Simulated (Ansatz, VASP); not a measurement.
## Two plane-wave programs on Ir

```
Ir
1.0
     6.52064    0.00000    0.00000
    -3.26032    5.64704    0.00000
     0.00000    0.00000    2.66602
Ir
6
Direct
  0.15085 0.73505 0.86831
  0.26495 0.41580 0.53498
  0.41580 0.15085 0.20164
  0.58420 0.84915 0.20164
  0.73505 0.58420 0.53498
  0.84915 0.26495 0.86831
```

Alike in both runs: functional PBE; k mesh 6 × 6 × 4; occupations gaussian, width 0.1 eV; no spin polarisation.

Ansatz relaxed the structure, and its values are those at the end. VASP's run is a single point on that final structure, the one shown.

|  | VASP | Ansatz |
| --- | --- | --- |
| version | VASP 6.6.1 | Ansatz 0.2.0 |
| potentials or method | VASP PAW PBE potentials, release 64 (Ir), cutoff 520 eV | scalar-relativistic, plane waves, PAW |
| valence electrons in the cell | 54 | 102 |

```csv
,VASP,Ansatz,Ansatz less VASP
gap on the k mesh at the Fermi level (eV),none,none,-
pressure (GPa),0.4,0.1,-0.38
rms of the force components (eV/Å),0.005,0.003,-0.0022
```

A gap of «none» marks a metal or a gap that the smearing closes. VASP's potentials hold 54 valence electrons a cell and Ansatz's 102, so a difference there can come from the potentials and not from the codes.

The k mesh is coarse, so the values compare programs but aren't converged. Neither program's run includes spin-orbit coupling.
